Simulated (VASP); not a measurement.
Here is a VASP 6.6.1 calculation.

INCAR

```
  PREC = Accurate
  ENCUT = 520
  EDIFF = 1E-6
  ISMEAR = 0
  SIGMA = 0.1
  LREAL = F
  LASPH = T
  NELM = 100
  ALGO = Normal
  ISIF = 2
  LWAVE = F
  LCHARG = F
  GGA = PS
  NBANDS = 24
```

KPOINTS

```
regular mesh
0
Gamma
  15 15 8
```

POSCAR

```
ZrC
1.0
    3.3682107446      0.0000000000      0.0000000000
   -1.6841053723      2.9169560701      0.0000000000
    0.0000000000      0.0000000000      5.5711664164
Zr C
2 2
Direct
    0.3333333300      0.6666666700      0.2500000000
    0.6666666700      0.3333333300      0.7500000000
    0.0000000000      0.0000000000      0.0000000000
    0.0000000000      0.0000000000      0.5000000000
```

Potentials or basis: VASP PAW PBE potentials, release 64 (Zr_sv, C).

Command:

```sh
$ cat potpaw_PBE.64/Zr_sv/POTCAR potpaw_PBE.64/C/POTCAR > POTCAR
$ mpirun -np 1 vasp_std > vasp.out
```

Problem. Estimate the band gap on the k mesh.

Solution. Zero (band 16 reaches 9.89 eV, above the bottom of band 17 at 9.00 eV).

Problem. Predict the pressure.

Solution. -14.4 GPa.

Stress tensor (GPa, compression positive):
```
-11.21   0.00   0.00
  0.00 -11.21   0.00
  0.00   0.00 -20.71
```

Caveat: the cell differs from its parent crystal (strained); the PAW data sets were made with another functional, which shifts forces and pressure a little.
